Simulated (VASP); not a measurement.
Crystal: AlCu3.

```
Al Cu
1.0
     3.63738    0.00000    0.00000
     0.00000    3.63738    0.00000
     0.00000    0.00000    3.63738
Al Cu
1 3
Direct
  0.00000 0.00000 0.00000
  0.50000 0.50000 0.00000
  0.50000 0.00000 0.50000
  0.00000 0.50000 0.50000
```

- Program: VASP 6.6.1
- Task: relaxation of cell and atoms
- Functional: LDA
- Potentials or basis: VASP PAW LDA potentials, release 64 (Al, Cu)
- Cutoff: 600 eV
- k mesh: 12 × 12 × 12
- Occupations: methfessel-paxton, width 0.1 eV
- Spin: no spin polarisation

At the start: pressure -5.4 GPa; volume 12.03 Å³/atom.

**Question.** How do energy, volume and symmetry change on relaxing?

**Answer.** Over 3 steps the energy falls by 7.4 meV/atom and the volume is 11.61 Å³/atom (-3.5 %); space group Pm-3m (No. 221, to 0.1 Å) before and after.

The path:
| step | energy change (eV) | largest force (eV/Å) | pressure (GPa) | volume (Å³) |
| --- | --- | --- | --- | --- |
| 1 | 0.0000 | 0.0000 | -5.40 | 48.12 |
| 2 | -0.0160 | 0.0000 | 4.12 | 45.35 |
| 3 | -0.0295 | 0.0000 | 0.02 | 46.44 |

Final structure:
```
Al Cu
1.0
     3.59432    0.00000    0.00000
     0.00000    3.59432    0.00000
     0.00000    0.00000    3.59432
Al Cu
1 3
Direct
  0.00000 0.00000 0.00000
  0.50000 0.50000 0.00000
  0.50000 0.00000 0.50000
  0.00000 0.50000 0.50000
```
